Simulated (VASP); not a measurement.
# LiSn32C32 (a cell with a defect) in VASP: single point with PBEsol

Aim: the single point of LiSn32C32 (a cell with a defect) with PBEsol.

Program: VASP 6.6.1. These are calculated values, not measurements. Logs are shortened: lines on timing, memory, paths and dates and some standing lists are left out, and cuts for length are marked.

**1. The cell of the first run**

The cell holds a defect, 65 atoms: a = 10.068 Å, b = 10.068 Å, c = 10.068 Å, α = 90.00°, β = 90.00°, γ = 90.00°.

**2. Single point, PBEsol**

INCAR reads:

```
SYSTEM = LiSn32C32
  PREC = Accurate
  ENCUT = 650
  EDIFF = 1E-6
  ISMEAR = -1
  SIGMA = 0.05
  LREAL = Auto
  LASPH = .TRUE.
  NELM = 120
  ALGO = Normal
  ISIF = 2
  LWAVE = .FALSE.
  LCHARG = .TRUE.
  GGA = PS
  LELF = .TRUE.
  LVHAR = .TRUE.
  NELECT = 578.0
  ISYM = -1
  NBANDS = 328
  GGA_COMPAT = .FALSE.
```

KPOINTS reads:

```
explicit points
1
Reciprocal
  0.25000000   0.25000000   0.25000000 1
```

POSCAR reads:

```
LiSn32C32
1.0
   10.0679620000      0.0000000000      0.0000000000
    0.0000000000     10.0679620000      0.0000000000
    0.0000000000      0.0000000000     10.0679620000
Sn C Li
32 32 1
Direct
    0.0002370000      0.0002090000      0.0006070000
    0.0001130000      0.0000860000      0.4997630000
    0.0003240000      0.5001610000      0.0016860000
    0.0002300000      0.5000440000      0.4987310000
    0.5001840000      0.0002990000      0.0016840000
    0.5000710000      0.0002030000      0.4987310000
    0.5003250000      0.5002990000      0.0093850000
    0.5000640000      0.5000360000      0.4916110000
    0.2499130000      0.2498870000      0.0004070000
    0.2507690000      0.2507460000      0.5007930000
    0.2509280000      0.7494540000      0.9994990000
    0.2499210000      0.7503640000      0.4999270000
    0.7494780000      0.2509060000      0.9995000000
    0.7503900000      0.2498950000      0.4999240000
    0.7506310000      0.7506070000      0.0006430000
    0.7494800000      0.7494550000      0.5009460000
    0.2497490000      0.0000850000      0.2501250000
    0.2487180000      0.0002010000      0.7500770000
    0.2487140000      0.5000370000      0.2502460000
    0.2415880000      0.5000410000      0.7500970000
    0.7505940000      0.0002130000      0.2502490000
    0.7516710000      0.0003010000      0.7501930000
    0.7516710000      0.5001680000      0.2503390000
    0.7593520000      0.5002990000      0.7503590000
    0.0001110000      0.2497230000      0.2501250000
    0.0002240000      0.2486930000      0.7500770000
    0.0002340000      0.7505710000      0.2502500000
    0.0003280000      0.7516410000      0.7501930000
    0.5000570000      0.2486920000      0.2502450000
    0.5000700000      0.2415590000      0.7500930000
    0.5001930000      0.7516450000      0.2503390000
    0.5003220000      0.7593280000      0.7503600000
    0.1251620000      0.1251380000      0.1251070000
    0.1252900000      0.1252660000      0.6249230000
    0.1255490000      0.6253310000      0.1248860000
    0.1232880000      0.6261660000      0.6239440000
    0.6253530000      0.1255270000      0.1248850000
    0.6261960000      0.1232610000      0.6239390000
    0.6265650000      0.6265420000      0.1271920000
    0.6226420000      0.6226180000      0.6274260000
    0.3738900000      0.3738670000      0.1270320000
    0.3771400000      0.3771150000      0.6271630000
    0.3750200000      0.8747850000      0.1248260000
    0.3739060000      0.8769900000      0.6239100000
    0.8748110000      0.3749960000      0.1248250000
    0.8770130000      0.3738810000      0.6239110000
    0.8752480000      0.8752250000      0.1252550000
    0.8748170000      0.8747900000      0.6250310000
    0.3749000000      0.1252670000      0.3753110000
    0.3739290000      0.1232470000      0.8762080000
    0.3739410000      0.6261620000      0.3732880000
    0.3774190000      0.6226190000      0.8726460000
    0.8750940000      0.1251450000      0.3751760000
    0.8748700000      0.1255250000      0.8753680000
    0.8748780000      0.6253330000      0.3755620000
    0.8771870000      0.6265420000      0.8765720000
    0.1252910000      0.3748760000      0.3753120000
    0.1232700000      0.3739040000      0.8762090000
    0.1251730000      0.8750710000      0.3751790000
    0.1255470000      0.8748470000      0.8753690000
    0.6261880000      0.3739170000      0.3732880000
    0.6226450000      0.3773970000      0.8726430000
    0.6253610000      0.8748530000      0.3755590000
    0.6265660000      0.8771650000      0.8765730000
    0.5014830000      0.5014470000      0.7515740000
```

Potentials or basis: VASP PAW PBE potentials, release 64 (Sn_d, C, Li_sv).

Launch:

```bash
$ cat potpaw_PBE.64/Sn_d/POTCAR potpaw_PBE.64/C/POTCAR potpaw_PBE.64/Li_sv/POTCAR > POTCAR
$ mpirun -np 1 vasp_std > vasp.out
```

OUTCAR:

```text
SYSTEM = LiSn32C32
   PREC = Accurate
   ENCUT = 650
   EDIFF = 1E-6
   ISMEAR = -1
   LREAL = Auto
   LASPH = .TRUE.
   NELM = 120
   ISIF = 2
   GGA = PS
   NELECT = 578.0
   ISYM = -1

 ion  position               nearest neighbor table
   1  0.000  0.000  0.001-  33 2.18  47 2.18  60 2.19  54 2.19  22 3.55  28 3.55  18 3.55  26 3.55
                            17 3.55  25 3.55  15 3.55  27 3.55  21 3.55   9 3.55  11 3.57  13 3.57
   2  0.000  0.000  0.500-  59 2.18  53 2.18  34 2.18  48 2.18  22 3.55  28 3.55  18 3.55  26 3.55
                            27 3.55  21 3.55  17 3.55  25 3.55  12 3.56  14 3.56  16 3.57  10 3.57
   3  0.000  0.500  0.002-  35 2.17  45 2.17  56 2.18  58 2.18  24 3.51  20 3.51  19 3.54  23 3.54
                            25 3.55  27 3.55   9 3.56  11 3.56  13 3.56  15 3.56  28 3.58  26 3.58
   4  0.000  0.500  0.499-  57 2.17  55 2.17  36 2.18  46 2.18  24 3.51  20 3.51  23 3.54  19 3.54
                            25 3.55  27 3.55  10 3.56  14 3.56  12 3.56  16 3.56  26 3.58  28 3.58
   5  0.500  0.000  0.002-  37 2.17  43 2.17  64 2.18  50 2.18  32 3.51  30 3.51  29 3.54  31 3.54
                            17 3.55  21 3.55   9 3.56  13 3.56  11 3.56  15 3.56  22 3.58  18 3.58
   6  0.500  0.000  0.499-  49 2.17  63 2.17  38 2.18  44 2.18  32 3.51  30 3.51  31 3.54  29 3.54
                            17 3.55  21 3.55  10 3.56  12 3.56  14 3.56  16 3.56  18 3.58  22 3.58
   7  0.500  0.500  0.009-  39 2.15  41 2.15  62 2.22  52 2.22  65 2.60  23 3.51  31 3.51  29 3.51
                            19 3.51  13 3.55  11 3.55  15 3.57   9 3.57  20 3.69  30 3.69  24 3.69
   8  0.500  0.500  0.492-  61 2.15  51 2.15  40 2.22  42 2.22  65 2.62  29 3.51  19 3.51  23 3.51
                            31 3.51  10 3.55  16 3.55  14 3.56  12 3.56  30 3.68  20 3.68  24 3.69
   9  0.250  0.250  0.000-  33 2.18  41 2.18  50 2.18  58 2.18   1 3.55  17 3.56  25 3.56   5 3.56
                             3 3.56  29 3.56  19 3.56  18 3.56  26 3.56  20 3.56  30 3.56   7 3.57
  10  0.251  0.251  0.501-  34 2.18  57 2.18  49 2.18  42 2.20   8 3.55  20 3.55  30 3.55  18 3.56
                            26 3.56  29 3.56   4 3.56  19 3.56   6 3.56   2 3.57  25 3.57  17 3.57
  11  0.251  0.749  0.999-  43 2.18  35 2.18  60 2.18  52 2.21  32 3.55   7 3.55  20 3.55   3 3.56
                            28 3.56   5 3.56  31 3.56  19 3.56  18 3.56  17 3.57  27 3.57   1 3.57
[... 57 lines left out ...]
  48  0.875  0.875  0.625-  22 2.17  28 2.17  16 2.18   2 2.18
  49  0.375  0.125  0.375-  29 2.17   6 2.17  10 2.18  17 2.18
  50  0.374  0.123  0.876-  30 2.15  18 2.18   5 2.18   9 2.18
  51  0.374  0.626  0.373-   8 2.15  19 2.18  31 2.18  12 2.18
  52  0.377  0.623  0.873-  65 2.13  11 2.21  20 2.22  32 2.22   7 2.22
  53  0.875  0.125  0.375-  14 2.18  21 2.18  25 2.18   2 2.18
  54  0.875  0.126  0.875-  22 2.17  26 2.17  13 2.18   1 2.19
  55  0.875  0.625  0.376-  23 2.17   4 2.17  16 2.18  27 2.19
  56  0.877  0.627  0.877-  24 2.15  28 2.18   3 2.18  15 2.18
  57  0.125  0.375  0.375-   4 2.17  19 2.17  10 2.18  25 2.18
  58  0.123  0.374  0.876-  20 2.15  26 2.18   3 2.18   9 2.18
  59  0.125  0.875  0.375-  12 2.18  27 2.18  17 2.18   2 2.18
  60  0.126  0.875  0.875-  28 2.17  18 2.17  11 2.18   1 2.19
  61  0.626  0.374  0.373-   8 2.15  29 2.18  23 2.18  14 2.18
  62  0.623  0.377  0.873-  65 2.13  13 2.21  30 2.22  24 2.22   7 2.22
  63  0.625  0.875  0.376-  31 2.17   6 2.17  16 2.18  21 2.19
  64  0.627  0.877  0.877-  32 2.15  22 2.18   5 2.18  15 2.18
  65  0.501  0.501  0.752-  62 2.13  52 2.13  40 2.13  42 2.17   7 2.60  24 2.60  32 2.60  30 2.62
                            20 2.62   8 2.62

IMPORTANT INFORMATION: All symmetrisations will be switched off!
NOSYMM: (Re-)initialisation of all symmetry stuff for point group C_1.

----------------------------------------------------------------------------------------

                                     Primitive cell

  volume of cell :    1020.5275

  direct lattice vectors                    reciprocal lattice vectors
    10.067962000  0.000000000  0.000000000     0.099324968  0.000000000  0.000000000
     0.000000000 10.067962000  0.000000000     0.000000000  0.099324968  0.000000000
     0.000000000  0.000000000 10.067962000     0.000000000  0.000000000  0.099324968

  length of vectors
    10.067962000 10.067962000 10.067962000     0.099324968  0.099324968  0.099324968

  position of ions in fractional coordinates (direct lattice)
     0.000237000  0.000209000  0.000607000
     0.000113000  0.000086000  0.499763000
     0.000324000  0.500161000  0.001686000
     0.000230000  0.500044000  0.498731000
     0.500184000  0.000299000  0.001684000
     0.500071000  0.000203000  0.498731000
[... 57 lines left out ...]
     0.626566000  0.877165000  0.876573000
     0.501483000  0.501447000  0.751574000

  ion indices of the primitive-cell ions
   primitive index   ion index
                 1           1
                 2           2
                 3           3
                 4           4
                 5           5
                 6           6
[... 57 lines left out ...]
                64          64
                65          65

----------------------------------------------------------------------------------------

 KPOINTS: explicit points

Read explicit list of k-points.

 Found      1 k-points:

 Following reciprocal coordinates:
            Coordinates               Weight
  0.250000  0.250000  0.250000      1.000000
   k-points           NKPTS =      1   k-points in BZ     NKDIM =      1   number of bands    NBANDS=    328
   number of dos      NEDOS =    301   number of ions     NIONS =     65
   total plane-waves  NPLWV = 592704
   dimension x,y,z NGX =    84 NGY =   84 NGZ =   84
   dimension x,y,z NGXF=   168 NGYF=  168 NGZF=  168
   ions per type =              32  32   1
   NGX,Y,Z   is equivalent  to a cutoff of  13.87, 13.87, 13.87 a.u.
   NGXF,Y,Z  is equivalent  to a cutoff of  27.74, 27.74, 27.74 a.u.
 SYSTEM =  LiSn32C32
   PREC   = accura    normal or accurate (medium, high low for compatibility)
   ISTART =      0    job   : 0-new  1-cont  2-samecut
   ICHARG =      2    charge: 1-file 2-atom 10-const
   ISPIN  =      1    spin polarized calculation?
   LNONCOLLINEAR =      F non collinear calculations
   LSORBIT =      F    spin-orbit coupling
   LASPH  =      T    aspherical Exc in radial PAW
   ENCUT  =  650.0 eV  47.77 Ry    6.91 a.u.  20.93 20.93 20.93*2*pi/ulx,y,z
   NELM   =    120;   NELMIN=  2; NELMDL= -5     # of ELM steps
   EDIFF  = 0.1E-05   stopping-criterion for ELM
   LREAL  =      T    real-space projection
   EDIFFG = 0.1E-04   stopping-criterion for IOM
   NSW    =      0    number of steps for IOM
   IBRION =     -1    ionic relax: 0-MD 1-quasi-New 2-CG
   NFREE  =      0    steps in history (QN), initial steepest desc. (CG)
   ISIF   =      2    stress and relaxation
   ISYM   =     -1    0-nonsym 1-usesym 2-fastsym
   POTIM  = 0.5000    time-step for ionic-motion
   TEBEG  =    0.0;   TEEND  =   0.0 temperature during run
   PSTRESS=    0.0 pullay stress
   NELECT =     578.0000    total number of electrons
   NUPDOWN=      -1.0000    fix difference up-down
   EMIN   =  10.00;   EMAX   =-10.00  energy-range for DOS
   EFERMI =   0.00;   METHOD = LEGACY
   ISMEAR =    -1;   SIGMA  =   0.05  broadening in eV -4-tet -1-fermi 0-gaus
   EFERMI_NEDOS =   21; number of points for ismear=-14 and -15
   IALGO  =     38    algorithm
   IMIX   =      4    mixing-type and parameters
     AMIX     =   0.40;   BMIX     =  1.00
     AMIX_MAG =   1.60;   BMIX_MAG =  1.00
  volume/ion in A,a.u.               =      15.70       105.95
  Fermi-wavevector in a.u.,A,eV,Ry     =   1.354490  2.559615 24.961844  1.834644
  Thomas-Fermi vector in A             =   2.481657
   LORBIT       =      0    0 simple, 1 ext, 2 COOP (PROOUT), +10 PAW based schemes
   GGA     = PS    functional components
   LHFCALC =     F    Hartree Fock is set to
   AEXX    =    0.0000 exact exchange contribution
   IVDW    =     0    specifies the selected vdW correction
   LEPSILON=     F    determine dielectric tensor
   LRPA    =     F    only Hartree local field effects (RPA)
 non-spin polarized calculation
  energy-cutoff  :      650.00
  volume of cell :     1020.53
 maximum number of plane-waves:     38364
 NGX is ok and might be reduce to    84
   NGX = 41   NGY = 41   NGZ = 41

 number of electron     578.0000146 magnetization

 Free energy of the ion-electron system (eV)
  ---------------------------------------------------
  ext. energy  EPLUGINS =         0.00000000
  ---------------------------------------------------
  free energy    TOTEN  =      -405.92464867 eV

  energy without entropy =     -405.92464865  energy(sigma->0) =     -405.92464866

 E-fermi :   8.8024     XC(G=0): -11.0600

 val. band max:        7.7995726672   @ k =   0.2500   0.2500   0.2500
 cond. band min:       9.8075275569   @ k =   0.2500   0.2500   0.2500
 fundamental gap:      2.0079548897
 Fermi energy:         8.8023788128

 k-point     1 :       0.2500    0.2500    0.2500
  band No.  band energies     occupation
      1     -37.0990      2.00000
      2     -13.1353      2.00000
      3     -13.1350      2.00000
      4     -13.1315      2.00000
      5     -13.0994      2.00000
      6     -13.0939      2.00000
[... 293 lines left out ...]
    300      10.8971      0.00000
    301      11.0464      0.00000
 [bands above 301 left out]

------------------------ aborting loop because EDIFF is reached ----------------------------------------

  FORCE on cell =-STRESS in cart. coord.  units (eV):
  Direction    XX          YY          ZZ          XY          YZ          ZX
  --------------------------------------------------------------------------------------
  -------------------------------------------------------------------------------------
  Total       -8.1720758     -8.1692083     -8.1752036     -3.2627875     -3.2751605     -3.2793001
  in kB      -12.8297522    -12.8252503    -12.8346626     -5.1224140     -5.1418389     -5.1483379
  external PRESSURE =     -12.8298884 kB  Pullay stress =       0.0000000 kB

 VOLUME and BASIS-vectors are now :
 -----------------------------------------------------------------------------
  energy-cutoff  :      650.00
  volume of cell :     1020.53
      direct lattice vectors                 reciprocal lattice vectors
    10.067962000  0.000000000  0.000000000     0.099324968  0.000000000  0.000000000
     0.000000000 10.067962000  0.000000000     0.000000000  0.099324968  0.000000000
     0.000000000  0.000000000 10.067962000     0.000000000  0.000000000  0.099324968

 POSITION                                       TOTAL-FORCE (eV/Angst)
 -----------------------------------------------------------------------------------
      0.00239      0.00210      0.00611        -0.003283     -0.001890     -0.001417
      0.00114      0.00087      5.03159        -0.002716     -0.001916      0.000257
      0.00326      5.03560      0.01697        -0.002542     -0.003304      0.001881
      0.00232      5.03442      5.02120        -0.000493      0.000882      0.005104
      5.03583      0.00301      0.01695        -0.003101     -0.002197      0.002431
      5.03470      0.00204      5.02120         0.000575      0.000705      0.004631
[... 57 lines left out ...]
      6.30824      8.83126      8.82530        -0.000361     -0.003575      0.000581
      5.04891      5.04855      7.56682        -0.007057     -0.005090     -0.011301
 -----------------------------------------------------------------------------------
    total drift:                                0.013586      0.011455      0.011255

  FREE ENERGIE OF THE ION-ELECTRON SYSTEM (eV)
  ---------------------------------------------------
  free  energy   TOTEN  =      -405.9246486671 eV

  energy  without entropy=     -405.9246486505  energy(sigma->0) =     -405.92464866
```

Run time: 31 min. Hardware: 1 thread of Intel Xeon 8259CL, shared host; peak memory 1.3 GiB.

What came out:

```yaml
Free_energy: -405.9246 eV
Largest_force: 0.019 eV/Å
```

Forces in eV/Å, atoms in the order of the input:
```
Sn  -0.003 -0.002 -0.001
Sn  -0.003 -0.002  0.000
Sn  -0.003 -0.003  0.002
Sn   0.000  0.001  0.005
Sn  -0.003 -0.002  0.002
Sn   0.001  0.001  0.005
Sn  -0.002 -0.001  0.010
Sn  -0.007 -0.007 -0.006
Sn  -0.002 -0.002 -0.004
Sn  -0.011 -0.011 -0.010
Sn  -0.007  0.006  0.005
Sn  -0.002 -0.005 -0.002
Sn   0.006 -0.007  0.005
Sn  -0.004 -0.002 -0.001
Sn  -0.004 -0.003 -0.005
Sn   0.006  0.007 -0.007
Sn   0.001 -0.002 -0.003
Sn   0.004  0.000  0.001
Sn   0.004  0.002  0.000
Sn  -0.008 -0.008 -0.010
Sn   0.000 -0.002 -0.004
Sn   0.003 -0.002 -0.004
Sn   0.002 -0.004 -0.002
Sn   0.011 -0.001 -0.006
Sn  -0.002  0.001 -0.003
Sn   0.001  0.004  0.002
Sn  -0.002  0.000 -0.003
Sn  -0.003  0.003 -0.004
Sn   0.003  0.003  0.001
Sn  -0.007 -0.008 -0.009
Sn  -0.005  0.002 -0.003
Sn  -0.001  0.011 -0.006
C    0.003  0.003  0.003
C    0.004  0.004  0.000
C    0.001  0.000 -0.001
C    0.002  0.002  0.002
C    0.000  0.001 -0.001
C    0.002  0.002  0.003
C    0.000  0.000 -0.003
C    0.008  0.008 -0.004
C    0.003  0.004  0.000
C    0.005  0.005  0.006
C    0.002 -0.002 -0.002
C    0.003  0.000  0.004
C   -0.002  0.002 -0.001
C    0.000  0.003  0.004
C    0.001  0.001  0.002
C   -0.002 -0.003  0.002
C    0.001  0.003  0.003
C    0.002  0.003  0.002
C    0.001  0.003  0.003
C   -0.007  0.008  0.012
C    0.003  0.002  0.004
C   -0.002  0.001  0.001
C   -0.002  0.001  0.002
C   -0.003  0.000  0.001
C    0.003  0.000  0.003
C    0.003  0.002  0.003
C    0.002  0.002  0.003
C    0.002 -0.002  0.000
C    0.002  0.001  0.002
C    0.008 -0.007  0.012
C    0.000 -0.002  0.002
C    0.000 -0.004  0.001
Li  -0.007 -0.005 -0.011
```

Caveat: the cell carries a net charge on a neutralising background, which shifts energy and pressure; the cell is charged against a uniform background, so pressure and absolute levels hang on convention; the PAW data sets were made with another functional, which shifts forces and pressure a little; spin-orbit coupling is left out, which moves the levels of the heavy elements.
